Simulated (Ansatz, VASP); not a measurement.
## One calculation of La2O3, two programs

```
La O
1.0
     6.26678    0.00000    0.00000
    -3.13339    5.42719    0.00000
     0.00000    0.00000    3.29977
La O
2 3
Direct
  0.33333 0.66667 0.50000
  0.66667 0.33333 0.50000
  0.49199 0.49199 0.00000
  0.00000 0.50801 0.00000
  0.50801 0.00000 0.00000
```

Alike in both runs: task single point; functional LDA; k mesh 6 × 6 × 6; no spin polarisation.

```csv
,VASP,Ansatz
version,VASP 6.6.1,Ansatz 0.2.0
potentials or method,"VASP PAW LDA potentials, release 64 (La, O), cutoff 520 eV","plane waves, PAW"
occupations,"gaussian, width 0.01 eV",fixed
valence electrons in the cell,40,40
```

|  | VASP | Ansatz | Ansatz less VASP |
| --- | --- | --- | --- |
| gap on the k mesh at the Fermi level (eV) | 1.38 | 1.39 | +0.004 |
| pressure (GPa) | -3.3 | -3.2 | +0.01 |
| traceless stress, the component that is largest in VASP (GPa) | -3.10 | -3.13 | -0.033 |

LDA's correlation is that of Perdew and Zunger in VASP and of Perdew and Wang (1992) in Ansatz.

Spin-orbit coupling is off throughout.
